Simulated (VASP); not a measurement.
Wanted: the native input for a VASP 6.6.1 run.

- Task: single point
- Functional: BLYP
- Potentials or basis: VASP PAW PBE potentials, release 64 (Ir_sv_GW)
- Cutoff: 560 eV
- k mesh: 22 × 22 × 22
- Occupations: fermi-dirac, width 0.05 eV
- Spin: collinear spin
- Starting moments: [1.0] μB
- Dipole correction: no
- Further INCAR settings: ALGO = Normal; EDIFF = 1e-06; NBANDS = 18

The structure of Ir lies in POSCAR:

```
Ir
1.0
    0.0000000000      1.9417954661      1.9417954661
    1.9417954661      0.0000000000      1.9417954661
    1.9417954661      1.9417954661      0.0000000000
Ir
1
Direct
    0.0000000000      0.0000000000      0.0000000000
```

The input as run:

INCAR

```
SYSTEM = Ir
PREC = Accurate
ENCUT = 560
EDIFF = 1E-6
ISMEAR = -1
SIGMA = 0.05
LREAL = .False.
LASPH = .True.
NELM = 200
ALGO = Normal
ISIF = 2
LWAVE = .False.
LCHARG = .True.
ISPIN = 2
MAGMOM = 1
LORBIT = 11
LMAXMIX = 4
GGA = B5
ALDAX = 1.0
AGGAX = 1.0
AGGAC = 1.0
ALDAC = 0.0
LELF = .True.
LVHAR = .True.
NBANDS = 18
GGA_COMPAT = .False.
```

KPOINTS

```
Automatic mesh
0
Gamma
  22 22 22
  0 0 0
```

Potentials or basis: VASP PAW PBE potentials, release 64 (Ir_sv_GW).

Command:

```bash
$ cat potpaw_PBE.64/Ir_sv_GW/POTCAR > POTCAR
$ mpirun -np 1 vasp_std > vasp.out
```

Results of the run:

```json
{
  "Pressure": "13.0 GPa",
  "Net moment": "0.00 μB per cell",
  "Valence electrons inside the program's atomic spheres": "Ir 16.66"
}
```

Caveat: the cell stands under pressure; the PAW data sets were made with another functional, which shifts forces and pressure a little.

Run time: 2.7 min on 1 thread of Intel(R) Xeon(R) Platinum 8375C CPU @ 2.90GHz (Ice Lake), on a shared host, peak memory 0.27 GiB.
